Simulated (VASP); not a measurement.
A run of VASP 6.6.1 is set up as follows.

Contents of INCAR:

```
SYSTEM = TiH
ALGO = Normal
EDIFF = 1E-6
ENCUT = 520
GGA = PS
ISIF = 2
ISMEAR = -1
LASPH = .TRUE.
LCHARG = .FALSE.
LREAL = .FALSE.
LWAVE = .FALSE.
NBANDS = 21
NELM = 100
PREC = Accurate
SIGMA = 0.1
```

Contents of KPOINTS:

```
k-points
0
G
  5 5 3
  0 0 0
```

File POSCAR:

```
TiH
1.0
    2.9474900000      0.0000000000      0.0000000000
    0.0000000000      2.9474900000      0.0000000000
    0.0000000000      0.0000000000      4.5681400000
Ti H
2 2
Direct
    0.5000000000      0.0000000000      0.5000000000
    0.0000000000      0.5000000000      0.0000000000
    0.0000000000      0.0000000000      0.2500000000
    0.0000000000      0.0000000000      0.7500000000
```

Potentials or basis: VASP PAW PBE potentials, release 64 (Ti_sv, H).

Command:

```sh
$ cat potpaw_PBE.64/Ti_sv/POTCAR potpaw_PBE.64/H/POTCAR > POTCAR
$ mpirun -np 1 vasp_std > vasp.out
```

Problem. What does it give for the pressure?

Solution. -3.3 GPa.

Problem. What does it give for the band gap on the k mesh?

Solution. Zero (band 13 reaches 7.61 eV, above the bottom of band 14 at 7.60 eV).

Stress tensor (GPa, compression positive):
```
-3.52  0.00  0.00
 0.00 -3.52  0.00
 0.00  0.00 -2.78
```

Caveat: the k points lie up to 0.46 Å⁻¹ apart; the PAW data sets were made with another functional, which shifts forces and pressure a little.
